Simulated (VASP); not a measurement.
Input of a VASP 6.6.1 run:

The input INCAR:

```
SYSTEM = CdS
  PREC = Accurate
  ENCUT = 520
  EDIFF = 1E-6
  ISMEAR = -1
  SIGMA = 0.05
  LREAL = .False.
  LASPH = .True.
  NELM = 60
  ALGO = Normal
  ISIF = 2
  LWAVE = .False.
  LCHARG = .True.
  GGA = PS
  LELF = .True.
  LVHAR = .True.
  NBANDS = 26
```

KPOINTS

```
regular mesh
0
Gamma
  7 7 4
  0 0 0
```

The input POSCAR:

```
CdS
1.0
    4.0939120434      0.0000000000      0.0000000000
   -2.0469560217      3.5454318304      0.0000000000
    0.0000000000      0.0000000000      6.6459482979
Cd S
2 2
Direct
    0.6666666667      0.3333333333      0.5000000000
    0.3333333333      0.6666666667      0.0000000000
    0.6666666667      0.3333333333      0.8750000000
    0.3333333333      0.6666666667      0.3750000000
```

Potentials or basis: VASP PAW PBE potentials, release 64 (Cd, S).

Command:

```console
$ cat potpaw_PBE.64/Cd/POTCAR potpaw_PBE.64/S/POTCAR > POTCAR
$ mpirun -np 1 vasp_std > vasp.out
```

Predict the band gap on the k mesh.

1.15 eV, direct.

What does it give for the largest force?

0.075 eV/Å.

What does it give for the pressure?

2.0 GPa.

Stress tensor (GPa, compression positive):
```
1.76 0.00 0.00
0.00 1.76 0.00
0.00 0.00 2.50
```

Caveat: the PAW data sets were made with another functional, which shifts forces and pressure a little.
